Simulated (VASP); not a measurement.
# LiNbO3 (R3c) in VASP: further runs, part 2 of 2

VASP 6.6.1. The steps go on from the part before.

## 3. Relaxation of shape and atoms at fixed volume, PBE (9.59 Å³/atom)

This run uses another cell than the first one, of 9.59 Å³/atom.

File INCAR:

```
PREC = Accurate
ENCUT = 600
EDIFF = 1E-7
ISMEAR = 0
SIGMA = 0.02
LREAL = F
LASPH = T
NELM = 100
ALGO = Normal
ISIF = 4
LWAVE = F
LCHARG = F
GGA = PE
IBRION = 2
NSW = 50
EDIFFG = -0.01
```

File KPOINTS:

```
regular mesh
0
Gamma
  6 6 6
```

File POSCAR:

```
LiNbO3
1.0
    2.4816341376      1.4327721374      4.4942150519
   -2.4816341376      1.4327721374      4.4942150519
    0.0000000000     -2.8655442747      4.4942150519
Li Nb O
2 2 6
Direct
    0.2838428747      0.2838428747      0.2838428747
    0.7838428747      0.7838428747      0.7838428747
   -0.0003197539     -0.0003197539     -0.0003197539
    0.4996802461      0.4996802461      0.4996802461
    0.0966444378      0.3768602040      0.7147872375
    0.7147872375      0.0966444378      0.3768602040
    0.3768602040      0.7147872375      0.0966444378
    0.2147872375      0.8768602040      0.5966444378
    0.8768602040      0.5966444378      0.2147872375
    0.5966444378      0.2147872375      0.8768602040
```

Potentials or basis: VASP PAW PBE potentials, release 64 (Li_sv, Nb_sv, O).

The run is started by

```sh
$ cat potpaw_PBE.64/Li_sv/POTCAR potpaw_PBE.64/Nb_sv/POTCAR potpaw_PBE.64/O/POTCAR > POTCAR
$ mpirun -np 1 vasp_std > vasp.out
```

OUTCAR:

```text
PREC = Accurate
   ENCUT = 600
   EDIFF = 1E-7
   ISMEAR = 0
   LREAL = F
   LASPH = T
   NELM = 100
   ISIF = 4
   GGA = PE
   IBRION = 2
   NSW = 50
   EDIFFG = -0.01

 ion  position               nearest neighbor table
   1  0.284  0.284  0.284-  10 1.93   8 1.93   9 1.93   5 2.16   6 2.16   7 2.16
   2  0.784  0.784  0.784-   6 1.93   7 1.93   5 1.93   9 2.16  10 2.16   8 2.16
   3  1.000  1.000  1.000-   6 1.86   5 1.86   7 1.86   8 2.08  10 2.08   9 2.08
   4  0.500  0.500  0.500-  10 1.86   9 1.86   8 1.86   7 2.08   6 2.08   5 2.08
   5  0.097  0.377  0.715-   3 1.86   2 1.93   4 2.08   1 2.16
   6  0.715  0.097  0.377-   3 1.86   2 1.93   4 2.08   1 2.16
   7  0.377  0.715  0.097-   3 1.86   2 1.93   4 2.08   1 2.16
   8  0.215  0.877  0.597-   4 1.86   1 1.93   3 2.08   2 2.16
   9  0.877  0.597  0.215-   4 1.86   1 1.93   3 2.08   2 2.16
  10  0.597  0.215  0.877-   4 1.86   1 1.93   3 2.08   2 2.16

  LATTYP: Found a trigonal (rhomboedric) cell.
 ALAT       =     5.3300387356
 COS(alpha) =     0.5664444255

  Lattice vectors:

 A1 = (   2.4816341376,   1.4327721374,   4.4942150519)
 A2 = (  -2.4816341376,   1.4327721374,   4.4942150519)
 A3 = (   0.0000000000,  -2.8655442747,   4.4942150519)

Analysis of symmetry for initial positions (statically):
=====================================================================
 Subroutine PRICEL returns:
 Original cell was already a primitive cell.

 Routine SETGRP: Setting up the symmetry group for a
 trigonal (rhombohedral) supercell.

 Subroutine GETGRP returns: Found  6 space group operations
 (whereof  3 operations were pure point group operations)
 out of a pool of 12 trial point group operations.

The static configuration has the point symmetry C_3 .
 The point group associated with its full space group is C_3v.

Analysis of symmetry for dynamics (positions and initial velocities):
=====================================================================
 Subroutine PRICEL returns:
[... 164 lines left out ...]
   NGX = 21   NGY = 21   NGZ = 21

--------------------------------------- Ionic step        1  -------------------------------------------

 number of electron      68.0000005 magnetization

 Free energy of the ion-electron system (eV)
  ---------------------------------------------------
  ext. energy  EPLUGINS =         0.00000000
  ---------------------------------------------------
  free energy    TOTEN  =       -79.36663881 eV

  energy without entropy =      -79.36663881  energy(sigma->0) =      -79.36663881

------------------------ aborting loop because EDIFF is reached ----------------------------------------

  FORCE on cell =-STRESS in cart. coord.  units (eV):
  Direction    XX          YY          ZZ          XY          YZ          ZX
  --------------------------------------------------------------------------------------
  -------------------------------------------------------------------------------------
  Total       12.8338449     12.8338449     12.0503009      0.0000000      0.0000000      0.0000000
  in kB      214.4605353    214.4605353    201.3670883      0.0000000      0.0000000      0.0000000
  external PRESSURE =     210.0960530 kB  Pullay stress =       0.0000000 kB
[... 113 lines left out ...]
  FREE ENERGIE OF THE ION-ELECTRON SYSTEM (eV)
  ---------------------------------------------------
  free  energy   TOTEN  =       -79.3914606725 eV

  energy  without entropy=      -79.3914606725  energy(sigma->0) =      -79.39146067

[... ionic steps 4 to 7 ...]

--------------------------------------- Ionic step        8  -------------------------------------------

 number of electron      68.0000006 magnetization

------------------------ aborting loop because EDIFF is reached ----------------------------------------
[... 83 lines left out ...]
--------------------------------------- Ionic step       10  -------------------------------------------

 number of electron      68.0000005 magnetization

 Free energy of the ion-electron system (eV)
  ---------------------------------------------------
  ext. energy  EPLUGINS =         0.00000000
  ---------------------------------------------------
  free energy    TOTEN  =       -79.39943227 eV

  energy without entropy =      -79.39943227  energy(sigma->0) =      -79.39943227

 E-fermi :   4.6381     XC(G=0): -11.3887

 val. band max:        4.5155407380   @ k =   0.1667   0.1667   0.1667
 cond. band min:       8.1672037723   @ k =  -0.3333   0.3333   0.0000
 fundamental gap:      3.6516630343
 Fermi energy:         4.6381012875

 k-point     1 :       0.0000    0.0000    0.0000
  band No.  band energies     occupation
      1     -49.5433      2.00000
      2     -49.5191      2.00000
      3     -37.4880      2.00000
      4     -37.4827      2.00000
      5     -25.9194      2.00000
      6     -25.9194      2.00000
[... 1021 lines left out ...]
     39       9.8452      0.00000
     40      10.0160      0.00000

 [... further k-points ...]
[... 5 lines left out ...]
  --------------------------------------------------------------------------------------
  -------------------------------------------------------------------------------------
  Total       10.5224165     10.5224165     10.4982627      0.0000000      0.0000000      0.0000000
  in kB      175.8353080    175.8353080    175.4316849      0.0000000      0.0000000      0.0000000
  external PRESSURE =     175.7007669 kB  Pullay stress =       0.0000000 kB
[... 25 lines left out ...]
  FREE ENERGIE OF THE ION-ELECTRON SYSTEM (eV)
  ---------------------------------------------------
  free  energy   TOTEN  =       -79.3994322676 eV

  energy  without entropy=      -79.3994322676  energy(sigma->0) =      -79.39943227

 reached required accuracy - stopping structural energy minimisation
```

OSZICAR:

```text
N       E                     dE             d eps       ncg     rms          rms(c)
DAV:   1     0.862037765299E+03    0.86204E+03   -0.40970E+04  2560   0.202E+03
DAV:   2    -0.197232716529E+02   -0.88176E+03   -0.86471E+03  3304   0.676E+02
DAV:   3    -0.909126529593E+02   -0.71189E+02   -0.70767E+02  3760   0.174E+02
[... 92 lines left out ...]
DAV:   1    -0.793993451728E+02   -0.93666E-05   -0.50420E-02  2560   0.139E+00    0.307E-02
DAV:   2    -0.793994325352E+02   -0.87362E-04   -0.95714E-04  3456   0.224E-01    0.177E-02
DAV:   3    -0.793994328206E+02   -0.28540E-06   -0.45131E-05  4272   0.431E-02    0.887E-03
DAV:   4    -0.793994322683E+02    0.55230E-06   -0.43357E-06  3872   0.160E-02    0.210E-03
DAV:   5    -0.793994322676E+02    0.72760E-09   -0.41321E-07  2928   0.463E-03
  10 F= -.79399432E+02 E0= -.79399432E+02  d E =-.964278E-04
```

It took 13 min on 1 thread of Intel Xeon 6975P-C (Granite Rapids), shared host; peak memory 0.41 GiB.

Results:

```
Free energy                  : -79.3994 eV
Energy gained by relaxing    : 3.3 meV/atom
Ionic steps                  : 10
Pressure after relaxing      : 17.6 GPa
Largest force after relaxing : 0.009 eV/Å
Band gap on the k mesh       : 3.65 eV (least direct gap 3.71 eV)
```

Forces in eV/Å, atoms in the order of the input:
```
Li   0.000  0.000  0.007
Li   0.000  0.000  0.007
Nb   0.000  0.000  0.002
Nb   0.000  0.000  0.002
O   -0.001 -0.009 -0.003
O    0.008  0.003 -0.003
O   -0.007  0.005 -0.003
O    0.007  0.005 -0.003
O    0.001 -0.009 -0.003
O   -0.008  0.003 -0.003
```

Step by step:
```csv
step,energy change (eV),largest force (eV/Å),pressure (GPa),volume (Å³)
1,0.0000,0.4476,21.01,95.88
2,-0.0224,0.2403,17.81,95.88
3,-0.0248,0.1301,18.53,95.88
4,-0.0296,0.0656,18.11,95.88
5,-0.0312,0.0576,17.68,95.88
6,-0.0318,0.0486,17.73,95.88
7,-0.0323,0.0473,17.81,95.88
8,-0.0327,0.0186,17.62,95.88
9,-0.0327,0.0177,17.57,95.88
10,-0.0328,0.0093,17.57,95.88
```

Final structure:
```
Li Nb O
1.0
     2.48058    1.43217    4.49802
    -2.48058    1.43217    4.49802
     0.00000   -2.86433    4.49802
Li Nb O
2 2 6
Cartesian
  0.0000 0.0000 3.8513
  0.0000 0.0000 10.5984
  0.0000 0.0000 13.4877
  0.0000 0.0000 6.7406
  -0.7198 -1.3580 5.3386
  1.5359 0.0556 5.3386
  -0.8161 1.3023 5.3386
  -1.6645 -0.1298 7.5876
  0.7198 1.5064 7.5876
  0.9447 -1.3765 7.5876
```

Caveat: the cutoff is under 1.25 times the usual one of these potentials, so pressure, stress and relaxed cells hold a basis-set (Pulay) error.

## 4. Relaxation of shape and atoms at fixed volume, PBE (9.91 Å³/atom)

This run uses another cell than the first one, of 9.91 Å³/atom.

File INCAR:

```
SYSTEM = LiNbO3
ALGO = Normal
EDIFF = 1E-7
EDIFFG = -0.01
ENCUT = 600
GGA = PE
IBRION = 2
ISIF = 4
ISMEAR = 0
LASPH = .True.
LCHARG = .False.
LREAL = .False.
LWAVE = .False.
NELM = 80
NSW = 50
PREC = Accurate
SIGMA = 0.02
```

File KPOINTS:

```
k-points
0
Gamma
  6 6 6
  0 0 0
```

File POSCAR:

```
LiNbO3
1.0
    2.5110127260      1.4497338733      4.5393142777
   -2.5110127260      1.4497338733      4.5393142777
    0.0000000000     -2.8994677466      4.5393142777
Li Nb O
2 2 6
Direct
    0.2826340066      0.2826340066      0.2826340066
    0.7826340066      0.7826340066      0.7826340066
   -0.0002276251     -0.0002276251     -0.0002276251
    0.4997723749      0.4997723749      0.4997723749
    0.1014005287      0.3706069054      0.7174011844
    0.7174011844      0.1014005287      0.3706069054
    0.3706069054      0.7174011844      0.1014005287
    0.2174011844      0.8706069054      0.6014005287
    0.8706069054      0.6014005287      0.2174011844
    0.6014005287      0.2174011844      0.8706069054
```

The run is started by

```sh
$ cat potpaw_PBE.64/Li_sv/POTCAR potpaw_PBE.64/Nb_sv/POTCAR potpaw_PBE.64/O/POTCAR > POTCAR
$ mpirun -np 1 vasp_std > vasp.out
```

Wall time 19 min (1 thread of Intel Xeon 6975P-C (Granite Rapids), shared host); peak memory 0.42 GiB.

The run converged. Its results:

* Free energy: -79.7099 eV
* Energy gained by relaxing: 3.1 meV/atom
* Ionic steps: 13
* Pressure after relaxing: 11.9 GPa
* Largest force after relaxing: 0.009 eV/Å
* Band gap on the k mesh: 3.63 eV (least direct gap 3.71 eV)

Forces on the atoms (eV/Å):
```
Li   0.000  0.000  0.009
Li   0.000  0.000  0.009
Nb   0.000  0.000  0.006
Nb   0.000  0.000  0.006
O    0.001 -0.007 -0.005
O    0.005  0.004 -0.005
O   -0.006  0.003 -0.005
O    0.006  0.003 -0.005
O   -0.001 -0.007 -0.005
O   -0.005  0.004 -0.005
```

Stress tensor (GPa, compression positive):
```
11.92  0.00  0.00
 0.00 11.92  0.00
 0.00  0.00 11.81
```

The path:
```
step  energy change (eV)  largest force (eV/Å)  pressure (GPa)  volume (Å³)
   1              0.0000                0.4311           15.10        99.15
   2             -0.0219                0.2016           12.08        99.15
   3             -0.0239                0.1209           12.72        99.15
   4             -0.0279                0.0677           12.39        99.15
   5             -0.0298                0.0399           11.90        99.15
   6             -0.0298                0.0388           11.95        99.15
   7             -0.0302                0.0355           12.01        99.15
   8             -0.0304                0.0328           12.06        99.15
   9             -0.0303                0.0485           12.15        99.15
  10             -0.0304                0.0343           12.09        99.15
  11             -0.0307                0.0229           11.96        99.15
  12             -0.0307                0.0183           11.89        99.15
  13             -0.0308                0.0094           11.89        99.15
```

Final structure:
```yaml
crystal:
  lattice:
    - [2.50918, 1.44867, 4.54596]
    - [-2.50918, 1.44867, 4.54596]
    - [0.00000, -2.89735, 4.54596]
  atoms:
    - { symbol: Li, position: [0.28382, 0.28382, 0.28382] }
    - { symbol: Li, position: [0.78382, 0.78382, 0.78382] }
    - { symbol: Nb, position: [0.99944, 0.99944, 0.99944] }
    - { symbol: Nb, position: [0.49944, 0.49944, 0.49944] }
    - { symbol: O, position: [0.09718, 0.37648, 0.71490] }
    - { symbol: O, position: [0.71490, 0.09718, 0.37648] }
    - { symbol: O, position: [0.37648, 0.71490, 0.09718] }
    - { symbol: O, position: [0.21490, 0.87648, 0.59718] }
    - { symbol: O, position: [0.87648, 0.59718, 0.21490] }
    - { symbol: O, position: [0.59718, 0.21490, 0.87648] }
```

Levels at points of the mesh, in eV from the valence-band top:
```
           k point  band 30  band 31  band 32  band 33  band 34  band 35  band 36  band 37  band 38  band 39
(0.00, 0.00, 0.00)    -0.70    -0.62    -0.49    -0.02    -0.02     3.73     3.73     4.13     5.15     5.15
(0.50, 0.00, 0.00)    -0.50    -0.27    -0.27    -0.13    -0.13     3.90     3.90     4.83     4.83     5.09
(0.50, 0.50, 0.00)    -0.94    -0.69    -0.59    -0.39    -0.28     3.79     4.10     4.59     4.69     5.35
(0.50, 0.50, 0.50)    -0.74    -0.28    -0.28    -0.28    -0.28     4.77     4.77     4.97     4.97     4.97
```

Caveat: the cutoff is under 1.25 times the usual one of these potentials, so pressure, stress and relaxed cells hold a basis-set (Pulay) error. A k mesh can miss the band edges.

## 5. Overview

| cell | gap on the mesh (eV) | pressure (GPa) | largest force (eV/Å) |
| --- | --- | --- | --- |
| relaxed from a = 5.494 Å, angles 55.7°, 10 atoms, atomic positions A | 3.57 | 3.0 | 0.01 |
| relaxed from a = 5.330 Å, angles 55.5°, 10 atoms, atomic positions B | 3.65 | 17.6 | 0.01 |
| relaxed from a = 5.386 Å, angles 55.6°, 10 atoms, atomic positions C | 3.63 | 11.9 | 0.01 |

Alike in all rows: task relaxation of shape and atoms at fixed volume; level PBE; potentials or basis VASP PAW PBE potentials, release 64 (Li_sv, Nb_sv, O); no spin polarisation; k mesh 6 × 6 × 6; cutoff (eV) 600; smearing gaussian 0.02 eV.

Caveats: the cutoff is under 1.25 times the usual one of these potentials, so pressure, stress and relaxed cells hold a basis-set (Pulay) error.

Absolute energies hang on the potentials; compare differences alone.
